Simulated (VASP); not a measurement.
Here is a VASP 6.6.1 calculation.

INCAR

```
SYSTEM = C
ALGO = Normal ; EDIFF = 1E-7
ENCUT = 520 ; GGA = PE
ISIF = 2 ; ISMEAR = -1
LASPH = .TRUE. ; LCHARG = .TRUE.
LELF = .TRUE. ; LREAL = .FALSE.
LVHAR = .TRUE. ; LWAVE = .FALSE.
NBANDS = 11 ; NELM = 100
PREC = Accurate ; SIGMA = 0.03
```

The input KPOINTS:

```
k-points
0
G
  16 16 16
  0 0 0
```

File POSCAR:

```
C
1.0
   -0.0267510000      1.7834000000      1.7834000000
    1.7834000000     -0.0267510000      1.7834000000
    1.7566490000      1.7566490000      0.0000000000
C
2
Direct
    0.5000000000      0.5000000000      0.5000000000
    0.7500000000      0.7500000000      0.7500000000
```

Potentials or basis: VASP PAW PBE potentials, release 64 (C).

Run with:

```sh
$ cat potpaw_PBE.64/C/POTCAR > POTCAR
$ mpirun -np 1 vasp_std > vasp.out
```

Task: What does it give for the band gap on the k mesh?

Result: 4.02 eV (least direct gap 5.13 eV).

Task: What does it give for the largest force?

Result: 0.096 eV/Å.

Task: Estimate the pressure.

Result: 2.9 GPa.

Forces on the atoms (eV/Å):
```
C    0.000  0.000 -0.096
C    0.000  0.000  0.096
```

Caveat: the cell differs from its parent crystal (xy shear strain of -3 %). A k mesh can miss the band edges.
